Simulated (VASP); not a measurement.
# CdSe (F-43m) in VASP: single point with PBEsol

Aim: the single point of CdSe with PBEsol.

Program: VASP 6.6.1. These are calculated values, not measurements. Logs are shortened: lines on timing, memory, paths and dates and some standing lists are left out, and cuts for length are marked.

### 1 The cell of the first run

Symmetry: F-43m, No. 216, cubic system. Conventional cell: a = 6.141 Å, b = 6.141 Å, c = 6.141 Å, α = 90.00°, β = 90.00°, γ = 90.00°. Within 3.5 Å of Cd (site symmetry -43m) lie 4 Se at 2.66 Å. Within 3.5 Å of Se (site symmetry -43m) lie 4 Cd at 2.66 Å.

### 2 Single point, PBEsol

File INCAR:

```
ALGO = Normal ; EDIFF = 1E-6
ENCUT = 500 ; GGA = PS
GGA_COMPAT = False ; ISIF = 2
ISMEAR = 0 ; LASPH = True
LCHARG = False ; LREAL = False
LWAVE = False ; NBANDS = 16
NELM = 120 ; PREC = Accurate
SIGMA = 0.01
```

File KPOINTS:

```
k-points
0
Gamma
  4 4 4
```

File POSCAR:

```
CdSe
1.0
    0.0000000000      3.0702712000      3.0702712000
    3.0702712000      0.0000000000      3.0702712000
    3.0702712000      3.0702712000      0.0000000000
Cd Se
1 1
Direct
    0.0000000000      0.0000000000      0.0000000000
    0.7500000000      0.7500000000      0.7500000000
```

Potentials or basis: VASP PAW PBE potentials, release 64 (Cd, Se).

Command:

```
> cat potpaw_PBE.64/Cd/POTCAR potpaw_PBE.64/Se/POTCAR > POTCAR
> mpirun -np 1 vasp_std > vasp.out
```

OUTCAR:

```text
EDIFF = 1E-6
   ENCUT = 500
   GGA = PS
   ISIF = 2
   ISMEAR = 0
   LASPH = True
   LREAL = False
   NELM = 120
   PREC = Accurate

 ion  position               nearest neighbor table
   1  0.000  0.000  0.000-   2 2.66   2 2.66   2 2.66   2 2.66
   2  0.750  0.750  0.750-   1 2.66   1 2.66   1 2.66   1 2.66

  LATTYP: Found a face centered cubic cell.
 ALAT       =     6.1405424000

  Lattice vectors:

 A1 = (   0.0000000000,   3.0702712000,   3.0702712000)
 A2 = (   3.0702712000,   0.0000000000,   3.0702712000)
 A3 = (   3.0702712000,   3.0702712000,   0.0000000000)

Analysis of symmetry for initial positions (statically):
=====================================================================
 Subroutine PRICEL returns:
 Original cell was already a primitive cell.

 Routine SETGRP: Setting up the symmetry group for a
 face centered cubic supercell.

 Subroutine GETGRP returns: Found 24 space group operations
 (whereof 24 operations were pure point group operations)
 out of a pool of 48 trial point group operations.

The static configuration has the point symmetry T_d .

Analysis of symmetry for dynamics (positions and initial velocities):
=====================================================================
 Subroutine PRICEL returns:
 Original cell was already a primitive cell.

 Routine SETGRP: Setting up the symmetry group for a
 face centered cubic supercell.

 Subroutine GETGRP returns: Found 24 space group operations
 (whereof 24 operations were pure point group operations)
 out of a pool of 48 trial point group operations.

The dynamic configuration has the point symmetry T_d .

 Subroutine INISYM returns: Found 24 space group operations
 (whereof 24 operations are pure point group operations),
 and found     1 'primitive' translations

----------------------------------------------------------------------------------------

                                     Primitive cell

  volume of cell :      57.8842

  direct lattice vectors                    reciprocal lattice vectors
     0.000000000  3.070271200  3.070271200    -0.162852063  0.162852063  0.162852063
     3.070271200  0.000000000  3.070271200     0.162852063 -0.162852063  0.162852063
     3.070271200  3.070271200  0.000000000     0.162852063  0.162852063 -0.162852063

  length of vectors
     4.342019171  4.342019171  4.342019171     0.282068048  0.282068048  0.282068048

  position of ions in fractional coordinates (direct lattice)
     0.000000000  0.000000000  0.000000000
     0.750000000  0.750000000  0.750000000

  ion indices of the primitive-cell ions
   primitive index   ion index
                 1           1
                 2           2

----------------------------------------------------------------------------------------

 KPOINTS: k-points

Automatic generation of k-mesh.
 Grid dimensions read from file:
 generate k-points for:    4    4    4

 Generating k-lattice:

  Cartesian coordinates                     Fractional coordinates (reciprocal lattice)
    -0.040713016  0.040713016  0.040713016     0.250000000  0.000000000  0.000000000
     0.040713016 -0.040713016  0.040713016     0.000000000  0.250000000  0.000000000
     0.040713016  0.040713016 -0.040713016     0.000000000  0.000000000  0.250000000

  Length of vectors
     0.070517012  0.070517012  0.070517012

  Shift w.r.t. Gamma in fractional coordinates (k-lattice)
     0.000000000  0.000000000  0.000000000

 Subroutine IBZKPT returns following result:
 ===========================================

 Found      8 irreducible k-points:

 Following reciprocal coordinates:
            Coordinates               Weight
  0.000000  0.000000  0.000000      1.000000
  0.250000  0.000000  0.000000      8.000000
  0.500000  0.000000  0.000000      4.000000
  0.250000  0.250000  0.000000      6.000000
  0.500000  0.250000  0.000000     24.000000
 -0.250000  0.250000  0.000000     12.000000
  0.500000  0.500000  0.000000      3.000000
 -0.250000  0.500000  0.250000      6.000000
   k-points           NKPTS =      8   k-points in BZ     NKDIM =      8   number of bands    NBANDS=     16
   number of dos      NEDOS =    301   number of ions     NIONS =      2
   total plane-waves  NPLWV =  32768
   dimension x,y,z NGX =    32 NGY =   32 NGZ =   32
   dimension x,y,z NGXF=    64 NGYF=   64 NGZF=   64
   ions per type =               1   1
   NGX,Y,Z   is equivalent  to a cutoff of  12.25, 12.25, 12.25 a.u.
   NGXF,Y,Z  is equivalent  to a cutoff of  24.50, 24.50, 24.50 a.u.
 SYSTEM =  unknown system
   PREC   = accura    normal or accurate (medium, high low for compatibility)
   ISTART =      0    job   : 0-new  1-cont  2-samecut
   ICHARG =      2    charge: 1-file 2-atom 10-const
   ISPIN  =      1    spin polarized calculation?
   LNONCOLLINEAR =      F non collinear calculations
   LSORBIT =      F    spin-orbit coupling
   LASPH  =      T    aspherical Exc in radial PAW
   ENCUT  =  500.0 eV  36.75 Ry    6.06 a.u.   7.92  7.92  7.92*2*pi/ulx,y,z
   NELM   =    120;   NELMIN=  2; NELMDL= -5     # of ELM steps
   EDIFF  = 0.1E-05   stopping-criterion for ELM
   LREAL  =      F    real-space projection
[... 7 lines left out ...]
   TEBEG  =    0.0;   TEEND  =   0.0 temperature during run
   PSTRESS=    0.0 pullay stress
   NELECT =      18.0000    total number of electrons
   NUPDOWN=      -1.0000    fix difference up-down
   EMIN   =  10.00;   EMAX   =-10.00  energy-range for DOS
   EFERMI =   0.00;   METHOD = LEGACY
   ISMEAR =     0;   SIGMA  =   0.01  broadening in eV -4-tet -1-fermi 0-gaus
   EFERMI_NEDOS =   21; number of points for ismear=-14 and -15
   IALGO  =     38    algorithm
   IMIX   =      4    mixing-type and parameters
     AMIX     =   0.40;   BMIX     =  1.00
     AMIX_MAG =   1.60;   BMIX_MAG =  1.00
  volume/ion in A,a.u.               =      28.94       195.31
  Fermi-wavevector in a.u.,A,eV,Ry     =   1.109121  2.095935 16.737199  1.230149
  Thomas-Fermi vector in A             =   2.245657
   LORBIT       =      0    0 simple, 1 ext, 2 COOP (PROOUT), +10 PAW based schemes
   GGA     = PS    functional components
   LHFCALC =     F    Hartree Fock is set to
   AEXX    =    0.0000 exact exchange contribution
   IVDW    =     0    specifies the selected vdW correction
   LEPSILON=     F    determine dielectric tensor
   LRPA    =     F    only Hartree local field effects (RPA)
 non-spin polarized calculation
 Gauss-broadening in eV      SIGMA  =   0.01
  energy-cutoff  :      500.00
  volume of cell :       57.88
 maximum number of plane-waves:      1480
   NGX = 15   NGY = 15   NGZ = 15

 number of electron      18.0000008 magnetization

 Free energy of the ion-electron system (eV)
  ---------------------------------------------------
  ext. energy  EPLUGINS =         0.00000000
  ---------------------------------------------------
  free energy    TOTEN  =        -6.12189749 eV

  energy without entropy =       -6.12189749  energy(sigma->0) =       -6.12189749

 E-fermi :   0.6787     XC(G=0):  -8.9573

 val. band max:        0.6195806605   @ k =   0.0000   0.0000   0.0000
 cond. band min:       1.0287124385   @ k =   0.0000   0.0000   0.0000
 fundamental gap:      0.4091317780
 Fermi energy:         0.6786946065

 k-point     1 :       0.0000    0.0000    0.0000
  band No.  band energies     occupation
      1     -11.8410      2.00000
      2      -7.2293      2.00000
      3      -7.2293      2.00000
      4      -7.2293      2.00000
      5      -6.8812      2.00000
      6      -6.8812      2.00000
      7       0.6196      2.00000
      8       0.6196      2.00000
      9       0.6196      2.00000
     10       1.0287      0.00000
     11       6.4505      0.00000
     12       6.4505      0.00000
     13       6.4505      0.00000
     14      10.0862      0.00000
     15      11.6003      0.00000
     16      11.6003      0.00000

 k-point     2 :       0.2500    0.0000    0.0000
  band No.  band energies     occupation
      1     -11.6644      2.00000
      2      -7.1782      2.00000
      3      -7.1782      2.00000
      4      -7.0292      2.00000
      5      -6.8792      2.00000
      6      -6.8792      2.00000
      7      -2.0320      2.00000
      8       0.2318      2.00000
      9       0.2318      2.00000
     10       2.7552      0.00000
     11       6.4219      0.00000
     12       6.9577      0.00000
     13       6.9577      0.00000
     14      10.5052      0.00000
     15      10.5641      0.00000
     16      10.5641      0.00000

 k-point     3 :       0.5000    0.0000    0.0000
  band No.  band energies     occupation
      1     -11.4846      2.00000
      2      -7.1416      2.00000
      3      -7.1416      2.00000
      4      -6.8592      2.00000
      5      -6.8592      2.00000
      6      -6.6063      2.00000
      7      -3.6769      2.00000
      8      -0.1020      2.00000
      9      -0.1020      2.00000
     10       2.8544      0.00000
     11       6.9530      0.00000
     12       6.9530      0.00000
     13       7.8110      0.00000
     14      10.4010      0.00000
     15      12.5816      0.00000
     16      12.5816      0.00000

 k-point     4 :       0.2500    0.2500    0.0000
  band No.  band energies     occupation
      1     -11.6068      2.00000
      2      -7.1162      2.00000
      3      -7.1162      2.00000
      4      -7.0765      2.00000
      5      -6.8876      2.00000
      6      -6.8538      2.00000
      7      -1.9473      2.00000
      8      -0.3786      2.00000
      9      -0.3786      2.00000
     10       3.7551      0.00000
     11       4.7239      0.00000
     12       8.1132      0.00000
     13       8.1132      0.00000
     14       8.3266      0.00000
     15      12.1221      0.00000
     16      13.5058      0.00000

 k-point     5 :       0.5000    0.2500    0.0000
  band No.  band energies     occupation
      1     -11.4299      2.00000
      2      -7.0990      2.00000
      3      -7.0613      2.00000
      4      -6.9407      2.00000
      5      -6.8490      2.00000
      6      -6.5742      2.00000
      7      -3.2612      2.00000
      8      -1.3312      2.00000
      9      -0.6763      2.00000
     10       4.1805      0.00000
     11       5.6323      0.00000
     12       7.5627      0.00000
     13       8.4073      0.00000
     14      10.2478      0.00000
     15      12.8332      0.00000
     16      13.4395      0.00000

 k-point     6 :      -0.2500    0.2500    0.0000
  band No.  band energies     occupation
      1     -11.4880      2.00000
      2      -7.1171      2.00000
      3      -7.1125      2.00000
      4      -6.8939      2.00000
      5      -6.8898      2.00000
      6      -6.6853      2.00000
      7      -2.9431      2.00000
      8      -1.3856      2.00000
      9      -0.1262      2.00000
     10       4.2132      0.00000
     11       6.3621      0.00000
     12       6.7770      0.00000
     13       7.6206      0.00000
     14      10.1333      0.00000
     15      11.6362      0.00000
     16      13.4555      0.00000

 k-point     7 :       0.5000    0.5000    0.0000
  band No.  band energies     occupation
      1     -11.3724      2.00000
      2      -7.0495      2.00000
      3      -6.9861      2.00000
      4      -6.9861      2.00000
      5      -6.8264      2.00000
      6      -6.5460      2.00000
      7      -3.3953      2.00000
      8      -1.1686      2.00000
      9      -1.1686      2.00000
     10       3.6520      0.00000
     11       4.2486      0.00000
     12       9.4630      0.00000
     13      10.5628      0.00000
     14      10.5628      0.00000
     15      12.9401      0.00000
     16      13.7138      0.00000

 k-point     8 :      -0.2500    0.5000    0.2500
  band No.  band energies     occupation
      1     -11.3733      2.00000
      2      -7.0550      2.00000
      3      -7.0513      2.00000
      4      -6.9133      2.00000
      5      -6.8764      2.00000
      6      -6.4295      2.00000
      7      -3.2953      2.00000
      8      -1.5521      2.00000
      9      -1.5191      2.00000
     10       5.4784      0.00000
     11       5.7092      0.00000
     12       6.9120      0.00000
     13       8.0722      0.00000
     14      10.8462      0.00000
     15      13.0337      0.00000
     16      13.5085      0.00000

------------------------ aborting loop because EDIFF is reached ----------------------------------------

  FORCE on cell =-STRESS in cart. coord.  units (eV):
  Direction    XX          YY          ZZ          XY          YZ          ZX
  --------------------------------------------------------------------------------------
  -------------------------------------------------------------------------------------
  Total       -0.3336215     -0.3336215     -0.3336215      0.0000000      0.0000000     -0.0000000
  in kB       -9.2343076     -9.2343076     -9.2343076      0.0000000      0.0000000     -0.0000000
  external PRESSURE =      -9.2343076 kB  Pullay stress =       0.0000000 kB

 VOLUME and BASIS-vectors are now :
 -----------------------------------------------------------------------------
  energy-cutoff  :      500.00
  volume of cell :       57.88
      direct lattice vectors                 reciprocal lattice vectors
     0.000000000  3.070271200  3.070271200    -0.162852063  0.162852063  0.162852063
     3.070271200  0.000000000  3.070271200     0.162852063 -0.162852063  0.162852063
     3.070271200  3.070271200  0.000000000     0.162852063  0.162852063 -0.162852063

 POSITION                                       TOTAL-FORCE (eV/Angst)
 -----------------------------------------------------------------------------------
      0.00000      0.00000      0.00000         0.000000      0.000000      0.000000
      4.60541      4.60541      4.60541        -0.000000     -0.000000     -0.000000
 -----------------------------------------------------------------------------------
    total drift:                               -0.000000     -0.000000     -0.000000

  FREE ENERGIE OF THE ION-ELECTRON SYSTEM (eV)
  ---------------------------------------------------
  free  energy   TOTEN  =        -6.1218974917 eV

  energy  without entropy=       -6.1218974917  energy(sigma->0) =       -6.12189749
```

Wall time 16 s (1 thread of Intel Xeon 8259CL, shared host); peak memory 0.17 GiB.

What came out:

```yaml
Free_energy: -6.1219 eV
Pressure: -0.9 GPa
Band_gap_on_the_k_mesh: 0.41 eV, direct
```

Caveat: the k points lie up to 0.44 Å⁻¹ apart; the PAW data sets were made with another functional, which shifts forces and pressure a little. PBEsol gaps usually lie below the measured ones, often by a third to a half.
